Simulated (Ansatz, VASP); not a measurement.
## HfC in VASP and in Ansatz

INCAR

```
SYSTEM = HfC
PREC = Accurate
ENCUT = 520
EDIFF = 1E-6
ISMEAR = -1
SIGMA = 0.03
LREAL = .False.
LASPH = .True.
NELM = 150
ALGO = Normal
ISIF = 2
LWAVE = .False.
LCHARG = .True.
ISPIN = 2
MAGMOM = 0.6 0
LORBIT = 11
LMAXMIX = 4
LELF = .True.
LVHAR = .True.
NBANDS = 18
```

KPOINTS

```
Automatic mesh
0
Gamma
  14 14 14
  0 0 0
```

Contents of POSCAR:

```
HfC
1.0
    0.0000000000      2.3250000000      2.3250000000
    2.3250000000      0.0000000000      2.3250000000
    2.3250000000      2.3250000000      0.0000000000
Hf C
1 1
Direct
    0.5000000000      0.5000000000      0.5000000000
    0.0000000000      0.0000000000      0.0000000000
```

Input for Ansatz:

```yaml
crystal:
  lattice:
    - [0.0, 2.325, 2.325]
    - [2.325, 0.0, 2.325]
    - [2.325, 2.325, 0.0]
  atoms:
    - { symbol: Hf, position: [0.5, 0.5, 0.5], spin: 0.6 }
    - { symbol: C, position: [0.0, 0.0, 0.0] }
magnetization:
  spin_polarized: true
kpoints:
  mp_grid: { grid: [14, 14, 14] }
scf:
  occupations: { method: fermi_dirac, width: 0.03 }
  lower_state_search: "off"
hamiltonian:
  xc: lda
  pseudopotentials: { kind: all_electron, lapw: { basis_error: 0.0005 } }
output:
  forces: true
  stress: true
  eigenvalues: false
  populations: true
  dos: { projected: true, de: 0.1, e_range: [-8, 5] }
```

Alike in both runs: task single point; functional LDA; k mesh 14 × 14 × 14; occupations fermi-dirac, width 0.03 eV; collinear spin.

|  | VASP | Ansatz |
| --- | --- | --- |
| version | VASP 6.6.1 | Ansatz 0.2.0 |
| potentials or method | VASP PAW LDA potentials, release 64 (Hf_pv, C), cutoff 520 eV | all-electron LAPW, scalar-relativistic |

VASP gave:

| Item | Value |
| --- | --- |
| pressure (GPa) | -11.6 |
| net moment per atom (μB) | 0.00 |

Which values does Ansatz return?

Pressure (GPa): -11.8; net moment per atom (μB): 0.00.

LDA's correlation is that of Perdew and Zunger in VASP and of Perdew and Wang (1992) in Ansatz. Ansatz ran all-electron here, and VASP with PAW potentials. Ansatz's warnings: seeded moment not kept.

Spin-orbit coupling is off throughout.
